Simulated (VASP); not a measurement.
# Ag (Pm-3m) in VASP: further runs, part 2 of 2

VASP 6.6.1. Earlier steps stand in the parts before.

## (4) Single point, BLYP (volume scaled by 1.04)

The input, INCAR:

```
SYSTEM = Ag
PREC = Accurate
ENCUT = 520
EDIFF = 1E-6
ISMEAR = -1
SIGMA = 0.1
LREAL = .False.
LASPH = .True.
NELM = 60
ALGO = Normal
ISIF = 2
LWAVE = .False.
LCHARG = .False.
GGA = B5
ALDAX = 1.0
AGGAX = 1.0
AGGAC = 1.0
ALDAC = 0.0
NBANDS = 12
```

The input, KPOINTS:

```
regular mesh
0
Gamma
  13 13 13
  0 0 0
```

The input, POSCAR:

```
Ag
1.0
    2.8580963001      0.0000000000      0.0000000000
    0.0000000000      2.8580963001      0.0000000000
    0.0000000000      0.0000000000      2.8580963001
Ag
1
Direct
    0.0000000000      0.0000000000      0.0000000000
```

Potentials or basis: VASP PAW PBE potentials, release 64 (Ag).

Started as:

```bash
$ cat potpaw_PBE.64/Ag/POTCAR > POTCAR
$ mpirun -np 1 vasp_std > vasp.out
```

OUTCAR:

```text
SYSTEM = Ag
   PREC = Accurate
   ENCUT = 520
   EDIFF = 1E-6
   ISMEAR = -1
   LREAL = .False.
   LASPH = .True.
   NELM = 60
   ISIF = 2
   GGA = B5

 ion  position               nearest neighbor table
   1  0.000  0.000  0.000-

  LATTYP: Found a simple cubic cell.
 ALAT       =     2.8580963001

  Lattice vectors:

 A1 = (   2.8580963001,   0.0000000000,   0.0000000000)
 A2 = (   0.0000000000,   2.8580963001,   0.0000000000)
 A3 = (   0.0000000000,   0.0000000000,   2.8580963001)

Analysis of symmetry for initial positions (statically):
=====================================================================
 Subroutine PRICEL returns:
 Original cell was already a primitive cell.

 Routine SETGRP: Setting up the symmetry group for a
 simple cubic supercell.

 Subroutine GETGRP returns: Found 48 space group operations
 (whereof 48 operations were pure point group operations)
 out of a pool of 48 trial point group operations.

The static configuration has the point symmetry O_h .

Analysis of symmetry for dynamics (positions and initial velocities):
=====================================================================
 Subroutine PRICEL returns:
 Original cell was already a primitive cell.

 Routine SETGRP: Setting up the symmetry group for a
 simple cubic supercell.

 Subroutine GETGRP returns: Found 48 space group operations
 (whereof 48 operations were pure point group operations)
 out of a pool of 48 trial point group operations.

The dynamic configuration has the point symmetry O_h .

 Subroutine INISYM returns: Found 48 space group operations
 (whereof 48 operations are pure point group operations),
 and found     1 'primitive' translations

----------------------------------------------------------------------------------------

                                     Primitive cell

  volume of cell :      23.3470

  direct lattice vectors                    reciprocal lattice vectors
     2.858096300  0.000000000  0.000000000     0.349883242  0.000000000  0.000000000
     0.000000000  2.858096300  0.000000000     0.000000000  0.349883242  0.000000000
     0.000000000  0.000000000  2.858096300     0.000000000  0.000000000  0.349883242

  length of vectors
     2.858096300  2.858096300  2.858096300     0.349883242  0.349883242  0.349883242

  position of ions in fractional coordinates (direct lattice)
     0.000000000  0.000000000  0.000000000

  ion indices of the primitive-cell ions
   primitive index   ion index
                 1           1

----------------------------------------------------------------------------------------

 KPOINTS: regular mesh

Automatic generation of k-mesh.
 Grid dimensions read from file:
 generate k-points for:   13   13   13

 Generating k-lattice:

  Cartesian coordinates                     Fractional coordinates (reciprocal lattice)
     0.026914096  0.000000000  0.000000000     0.076923077  0.000000000  0.000000000
     0.000000000  0.026914096  0.000000000     0.000000000  0.076923077  0.000000000
     0.000000000  0.000000000  0.026914096     0.000000000  0.000000000  0.076923077

  Length of vectors
     0.026914096  0.026914096  0.026914096

  Shift w.r.t. Gamma in fractional coordinates (k-lattice)
     0.000000000  0.000000000  0.000000000

 Subroutine IBZKPT returns following result:
 ===========================================

 Found     84 irreducible k-points:

 Following reciprocal coordinates:
            Coordinates               Weight
  0.000000  0.000000  0.000000      1.000000
  0.076923  0.000000  0.000000      6.000000
  0.153846  0.000000  0.000000      6.000000
  0.230769  0.000000  0.000000      6.000000
  0.307692  0.000000  0.000000      6.000000
  0.384615  0.000000  0.000000      6.000000
[... 16 lines left out ...]
  0.307692  0.307692  0.000000     12.000000
  0.384615  0.307692  0.000000     24.000000
 [... further k-points ...]
   k-points           NKPTS =     84   k-points in BZ     NKDIM =     84   number of bands    NBANDS=     12
   number of dos      NEDOS =    301   number of ions     NIONS =      1
   total plane-waves  NPLWV =  13824
   dimension x,y,z NGX =    24 NGY =   24 NGZ =   24
   dimension x,y,z NGXF=    48 NGYF=   48 NGZF=   48
   ions per type =               1
   NGX,Y,Z   is equivalent  to a cutoff of  13.96, 13.96, 13.96 a.u.
   NGXF,Y,Z  is equivalent  to a cutoff of  27.92, 27.92, 27.92 a.u.
 SYSTEM =  Ag
   PREC   = accura    normal or accurate (medium, high low for compatibility)
   ISTART =      0    job   : 0-new  1-cont  2-samecut
   ICHARG =      2    charge: 1-file 2-atom 10-const
   ISPIN  =      1    spin polarized calculation?
   LNONCOLLINEAR =      F non collinear calculations
   LSORBIT =      F    spin-orbit coupling
   LASPH  =      T    aspherical Exc in radial PAW
   ENCUT  =  520.0 eV  38.22 Ry    6.18 a.u.   5.31  5.31  5.31*2*pi/ulx,y,z
   NELM   =     60;   NELMIN=  2; NELMDL= -5     # of ELM steps
   EDIFF  = 0.1E-05   stopping-criterion for ELM
   LREAL  =      F    real-space projection
   EDIFFG = 0.1E-04   stopping-criterion for IOM
   NSW    =      0    number of steps for IOM
   IBRION =     -1    ionic relax: 0-MD 1-quasi-New 2-CG
   NFREE  =      0    steps in history (QN), initial steepest desc. (CG)
   ISIF   =      2    stress and relaxation
   ISYM   =      2    0-nonsym 1-usesym 2-fastsym
   POTIM  = 0.5000    time-step for ionic-motion
   TEBEG  =    0.0;   TEEND  =   0.0 temperature during run
   PSTRESS=    0.0 pullay stress
   NELECT =      11.0000    total number of electrons
   NUPDOWN=      -1.0000    fix difference up-down
   EMIN   =  10.00;   EMAX   =-10.00  energy-range for DOS
   EFERMI =   0.00;   METHOD = LEGACY
   ISMEAR =    -1;   SIGMA  =   0.10  broadening in eV -4-tet -1-fermi 0-gaus
   EFERMI_NEDOS =   21; number of points for ismear=-14 and -15
   IALGO  =     38    algorithm
   IMIX   =      4    mixing-type and parameters
     AMIX     =   0.40;   BMIX     =  1.00
     AMIX_MAG =   1.60;   BMIX_MAG =  1.00
  volume/ion in A,a.u.               =      23.35       157.55
  Fermi-wavevector in a.u.,A,eV,Ry     =   1.273881  2.407286 22.079165  1.622773
  Thomas-Fermi vector in A             =   2.406680
   LORBIT       =      0    0 simple, 1 ext, 2 COOP (PROOUT), +10 PAW based schemes
   GGA     = B5    functional components
   LHFCALC =     F    Hartree Fock is set to
   AEXX    =    0.0000 exact exchange contribution
   IVDW    =     0    specifies the selected vdW correction
   LEPSILON=     F    determine dielectric tensor
   LRPA    =     F    only Hartree local field effects (RPA)
 non-spin polarized calculation
  energy-cutoff  :      520.00
  volume of cell :       23.35
 maximum number of plane-waves:       647
 NGX is ok and might be reduce to    24
   NGX = 11   NGY = 11   NGZ = 11

 number of electron      10.9999995 magnetization

 Free energy of the ion-electron system (eV)
  ---------------------------------------------------
  ext. energy  EPLUGINS =         0.00000000
  ---------------------------------------------------
  free energy    TOTEN  =        -1.90065315 eV

  energy without entropy =       -1.88983169  energy(sigma->0) =       -1.89524242

 E-fermi :   5.2330     XC(G=0):  -9.7968

 val. band max:        5.2138464990   @ k =   0.3846   0.3077   0.0769
 cond. band min:       5.3273835609   @ k =   0.4615   0.1538   0.0000
 fundamental gap:      0.1135370619
 Fermi energy:         5.2329973257

 k-point     1 :       0.0000    0.0000    0.0000
  band No.  band energies     occupation
      1      -0.4971      2.00000
      2      -0.0874      2.00000
      3      -0.0874      2.00000
      4       2.2893      2.00000
      5       2.2893      2.00000
      6       2.2893      2.00000
      7      18.1711      0.00000
      8      18.1711      0.00000
      9      18.1711      0.00000
     10      23.0454      0.00000
     11      23.0454      0.00000
     12      23.6755      0.00000

 k-point     2 :       0.0769    0.0000    0.0000
  band No.  band energies     occupation
      1      -0.3840      2.00000
      2      -0.0745      2.00000
      3      -0.0087      2.00000
      4       2.2419      2.00000
      5       2.2419      2.00000
      6       2.2933      2.00000
      7      17.0207      0.00000
      8      18.3453      0.00000
      9      18.3453      0.00000
     10      22.9864      0.00000
     11      23.3568      0.00000
     12      24.6833      0.00000
[... 316 lines left out ...]
 k-point    24 :       0.3846    0.3077    0.0000
  band No.  band energies     occupation
      1       0.3874      2.00000
      2       0.4997      2.00000
      3       1.7001      2.00000
      4       1.8610      2.00000
      5       1.8635      2.00000
      6       5.0789      1.64715
      7       9.9993      0.00000
      8      13.9655      0.00000
      9      18.3450      0.00000
     10      24.0704      0.00000
     11      24.3591      0.00000
     12      26.8673      0.00000

 [... further k-points ...]
[... 5 lines left out ...]
  --------------------------------------------------------------------------------------
  -------------------------------------------------------------------------------------
  Total       -0.2636847     -0.2636847     -0.2636847      0.0000000      0.0000000      0.0000000
  in kB      -18.0952634    -18.0952634    -18.0952634      0.0000000      0.0000000      0.0000000
  external PRESSURE =     -18.0952634 kB  Pullay stress =       0.0000000 kB

 VOLUME and BASIS-vectors are now :
 -----------------------------------------------------------------------------
  energy-cutoff  :      520.00
  volume of cell :       23.35
      direct lattice vectors                 reciprocal lattice vectors
     2.858096300  0.000000000  0.000000000     0.349883242  0.000000000  0.000000000
     0.000000000  2.858096300  0.000000000     0.000000000  0.349883242  0.000000000
     0.000000000  0.000000000  2.858096300     0.000000000  0.000000000  0.349883242

 POSITION                                       TOTAL-FORCE (eV/Angst)
 -----------------------------------------------------------------------------------
      0.00000      0.00000      0.00000         0.000000      0.000000      0.000000
 -----------------------------------------------------------------------------------
    total drift:                                0.000000     -0.000000      0.000000

  FREE ENERGIE OF THE ION-ELECTRON SYSTEM (eV)
  ---------------------------------------------------
  free  energy   TOTEN  =        -1.9006531502 eV

  energy  without entropy=       -1.8898316856  energy(sigma->0) =       -1.89524242
```

Run time: 11 s. Hardware: 1 thread of Intel Xeon 6975P-C (Granite Rapids), shared host; peak memory 0.15 GiB.

Results:

```yaml
Free_energy: -1.9007 eV
Pressure: -1.8 GPa
```

Caveat: the PAW data sets were made with another functional, which shifts forces and pressure a little.

## (5) Single point, BLYP (volume scaled by 1.08)

The input, INCAR:

```
SYSTEM = Ag
  PREC = Accurate
  ENCUT = 520
  EDIFF = 1E-6
  ISMEAR = -1
  SIGMA = 0.1
  LREAL = .FALSE.
  LASPH = .TRUE.
  NELM = 60
  ALGO = Normal
  ISIF = 2
  LWAVE = .FALSE.
  LCHARG = .FALSE.
  GGA = B5
  ALDAX = 1.0
  AGGAX = 1.0
  AGGAC = 1.0
  ALDAC = 0.0
  NBANDS = 12
```

The input, KPOINTS:

```
regular mesh
0
G
  13 13 13
  0 0 0
```

The input, POSCAR:

```
Ag
1.0
    2.8942785753      0.0000000000      0.0000000000
    0.0000000000      2.8942785753      0.0000000000
    0.0000000000      0.0000000000      2.8942785753
Ag
1
Direct
    0.0000000000      0.0000000000      0.0000000000
```

Potentials or basis: VASP PAW PBE potentials, release 64 (Ag).

Started as:

```bash
$ cat potpaw_PBE.64/Ag/POTCAR > POTCAR
$ mpirun -np 1 vasp_std > vasp.out
```

OUTCAR:

```text
SYSTEM = Ag
   PREC = Accurate
   ENCUT = 520
   EDIFF = 1E-6
   ISMEAR = -1
   LREAL = .FALSE.
   LASPH = .TRUE.
   NELM = 60
   ISIF = 2
   GGA = B5

 ion  position               nearest neighbor table
   1  0.000  0.000  0.000-

  LATTYP: Found a simple cubic cell.
 ALAT       =     2.8942785753

  Lattice vectors:

 A1 = (   2.8942785753,   0.0000000000,   0.0000000000)
 A2 = (   0.0000000000,   2.8942785753,   0.0000000000)
 A3 = (   0.0000000000,   0.0000000000,   2.8942785753)

Analysis of symmetry for initial positions (statically):
=====================================================================
 Subroutine PRICEL returns:
 Original cell was already a primitive cell.

 Routine SETGRP: Setting up the symmetry group for a
 simple cubic supercell.

 Subroutine GETGRP returns: Found 48 space group operations
 (whereof 48 operations were pure point group operations)
 out of a pool of 48 trial point group operations.

The static configuration has the point symmetry O_h .

Analysis of symmetry for dynamics (positions and initial velocities):
=====================================================================
 Subroutine PRICEL returns:
 Original cell was already a primitive cell.

 Routine SETGRP: Setting up the symmetry group for a
 simple cubic supercell.

 Subroutine GETGRP returns: Found 48 space group operations
 (whereof 48 operations were pure point group operations)
 out of a pool of 48 trial point group operations.

The dynamic configuration has the point symmetry O_h .

 Subroutine INISYM returns: Found 48 space group operations
 (whereof 48 operations are pure point group operations),
 and found     1 'primitive' translations

----------------------------------------------------------------------------------------

                                     Primitive cell

  volume of cell :      24.2449

[... 105 lines left out ...]
     AMIX     =   0.40;   BMIX     =  1.00
     AMIX_MAG =   1.60;   BMIX_MAG =  1.00
  volume/ion in A,a.u.               =      24.24       163.61
  Fermi-wavevector in a.u.,A,eV,Ry     =   1.257956  2.377192 21.530579  1.582453
  Thomas-Fermi vector in A             =   2.391589
   LORBIT       =      0    0 simple, 1 ext, 2 COOP (PROOUT), +10 PAW based schemes
   GGA     = B5    functional components
   LHFCALC =     F    Hartree Fock is set to
   AEXX    =    0.0000 exact exchange contribution
   IVDW    =     0    specifies the selected vdW correction
   LEPSILON=     F    determine dielectric tensor
   LRPA    =     F    only Hartree local field effects (RPA)
 non-spin polarized calculation
  energy-cutoff  :      520.00
  volume of cell :       24.24
 maximum number of plane-waves:       669
 NGX is ok and might be reduce to    24
   NGX = 11   NGY = 11   NGZ = 11

 number of electron      10.9999997 magnetization

 Free energy of the ion-electron system (eV)
  ---------------------------------------------------
  ext. energy  EPLUGINS =         0.00000000
  ---------------------------------------------------
  free energy    TOTEN  =        -1.88695315 eV

  energy without entropy =       -1.87568997  energy(sigma->0) =       -1.88132156

 E-fermi :   4.8707     XC(G=0):  -9.6054

 val. band max:        4.8472215698   @ k =   0.3846   0.3077   0.0769
 cond. band min:       4.9730305473   @ k =   0.4615   0.1538   0.0000
 fundamental gap:      0.1258089775
 Fermi energy:         4.8707265142

 k-point     1 :       0.0000    0.0000    0.0000
  band No.  band energies     occupation
      1      -0.6681      2.00000
      2      -0.3053      2.00000
      3      -0.3053      2.00000
      4       1.9214      2.00000
      5       1.9214      2.00000
      6       1.9214      2.00000
      7      17.5349      0.00000
      8      17.5349      0.00000
      9      17.5349      0.00000
     10      22.2653      0.00000
     11      22.2653      0.00000
     12      22.8701      0.00000
[... 331 lines left out ...]
 k-point    24 :       0.3846    0.3077    0.0000
  band No.  band energies     occupation
      1       0.1409      2.00000
      2       0.2605      2.00000
      3       1.3720      2.00000
      4       1.5221      2.00000
      5       1.5323      2.00000
      6       4.7190      1.64025
      7       9.5226      0.00000
      8      13.3425      0.00000
      9      17.6951      0.00000
     10      23.4000      0.00000
     11      23.5044      0.00000
     12      26.1359      0.00000

 [... further k-points ...]
[... 5 lines left out ...]
  --------------------------------------------------------------------------------------
  -------------------------------------------------------------------------------------
  Total       -0.4786862     -0.4786862     -0.4786862      0.0000000      0.0000000     -0.0000000
  in kB      -31.6330082    -31.6330082    -31.6330082      0.0000000      0.0000000     -0.0000000
  external PRESSURE =     -31.6330082 kB  Pullay stress =       0.0000000 kB

 VOLUME and BASIS-vectors are now :
 -----------------------------------------------------------------------------
  energy-cutoff  :      520.00
  volume of cell :       24.24
      direct lattice vectors                 reciprocal lattice vectors
     2.894278575  0.000000000  0.000000000     0.345509243  0.000000000  0.000000000
     0.000000000  2.894278575  0.000000000     0.000000000  0.345509243  0.000000000
     0.000000000  0.000000000  2.894278575     0.000000000  0.000000000  0.345509243

 POSITION                                       TOTAL-FORCE (eV/Angst)
 -----------------------------------------------------------------------------------
      0.00000      0.00000      0.00000         0.000000      0.000000      0.000000
 -----------------------------------------------------------------------------------
    total drift:                                0.000000     -0.000000      0.000000

  FREE ENERGIE OF THE ION-ELECTRON SYSTEM (eV)
  ---------------------------------------------------
  free  energy   TOTEN  =        -1.8869531480 eV

  energy  without entropy=       -1.8756899712  energy(sigma->0) =       -1.88132156
```

OSZICAR:

```text
N       E                     dE             d eps       ncg     rms          rms(c)
DAV:   1     0.529808130776E+02    0.52981E+02   -0.52211E+03  2016   0.792E+02
DAV:   2    -0.126602392102E+01   -0.54247E+02   -0.50814E+02  2248   0.180E+02
DAV:   3    -0.206754384326E+01   -0.80152E+00   -0.80066E+00  2416   0.242E+01
DAV:   4    -0.207082628401E+01   -0.32824E-02   -0.32823E-02  2240   0.157E+00
DAV:   5    -0.207086754310E+01   -0.41259E-04   -0.41259E-04  2392   0.168E-01    0.285E+00
DAV:   6    -0.189138242673E+01    0.17949E+00   -0.83356E-01  2368   0.777E+00    0.171E+00
DAV:   7    -0.188850196804E+01    0.28805E-02   -0.36336E-03  2232   0.646E-01    0.101E+00
DAV:   8    -0.188694204942E+01    0.15599E-02   -0.66472E-04  2304   0.198E-01    0.210E-02
DAV:   9    -0.188694948032E+01   -0.74309E-05   -0.10466E-05  2332   0.219E-02    0.609E-03
DAV:  10    -0.188695318648E+01   -0.37062E-05   -0.29710E-06  2292   0.149E-02    0.631E-04
DAV:  11    -0.188695314801E+01    0.38467E-07   -0.22710E-08  1224   0.124E-03
   1 F= -.18869531E+01 E0= -.18813216E+01  d E =-.112632E-01
```

It took 11 s on 1 thread of Intel Xeon 6975P-C (Granite Rapids), shared host; peak memory 0.14 GiB.

What came out:

| Item | Value |
| --- | --- |
| Free energy | -1.8870 eV |
| Pressure | -3.2 GPa |

Caveat: the PAW data sets were made with another functional, which shifts forces and pressure a little.

## (6) Single point, BLYP (volume scaled by 1.12)

The input, INCAR:

```
SYSTEM = Ag
PREC = Accurate ; ENCUT = 520
EDIFF = 1E-6 ; ISMEAR = -1
SIGMA = 0.1 ; LREAL = .FALSE.
LASPH = .TRUE. ; NELM = 60
ALGO = Normal ; ISIF = 2
LWAVE = .FALSE. ; LCHARG = .FALSE.
GGA = B5 ; ALDAX = 1.0
AGGAX = 1.0 ; AGGAC = 1.0
ALDAC = 0.0 ; NBANDS = 12
```

KPOINTS is that of step 5.

The input, POSCAR:

```
Ag
1.0
    2.9295781344      0.0000000000      0.0000000000
    0.0000000000      2.9295781344      0.0000000000
    0.0000000000      0.0000000000      2.9295781344
Ag
1
Direct
    0.0000000000      0.0000000000      0.0000000000
```

Potentials or basis: VASP PAW PBE potentials, release 64 (Ag).

Started as:

```bash
$ cat potpaw_PBE.64/Ag/POTCAR > POTCAR
$ mpirun -np 1 vasp_std > vasp.out
```

Run time: 11 s. Hardware: 1 thread of Intel Xeon 6975P-C (Granite Rapids), shared host; peak memory 0.14 GiB.

It converged, with:

| Item | Value |
| --- | --- |
| Free energy | -1.8666 eV |
| Pressure | -4.2 GPa |

Levels at points of the mesh, in eV from the Fermi level:
```tsv
k point	band 4	band 5	band 6	band 7	band 8	band 9
(0.00, 0.00, 0.00)	-2.95	-2.95	-2.95	12.40	12.40	12.40
```

Caveat: the PAW data sets were made with another functional, which shifts forces and pressure a little.

## (7) Overview

| cell | k mesh | gap on the mesh (eV) | pressure (GPa) |
| --- | --- | --- | --- |
| a = 2.821 Å, 1 atom | 12 × 12 × 12 | none | 0.1 |
| a = 2.821 Å, 1 atom | 13 × 13 × 13 | none | 0.0 |
| a = 2.858 Å, 1 atom | 13 × 13 × 13 | none | -1.8 |
| a = 2.894 Å, 1 atom | 13 × 13 × 13 | none | -3.2 |
| a = 2.930 Å, 1 atom | 13 × 13 × 13 | none | -4.2 |

Alike in all rows: task single point; level BLYP; potentials or basis VASP PAW PBE potentials, release 64 (Ag); no spin polarisation; cutoff (eV) 520; smearing fermi-dirac 0.1 eV.

Caveats: the PAW data sets were made with another functional, which shifts forces and pressure a little.

Absolute energies hang on the potentials; compare differences alone.
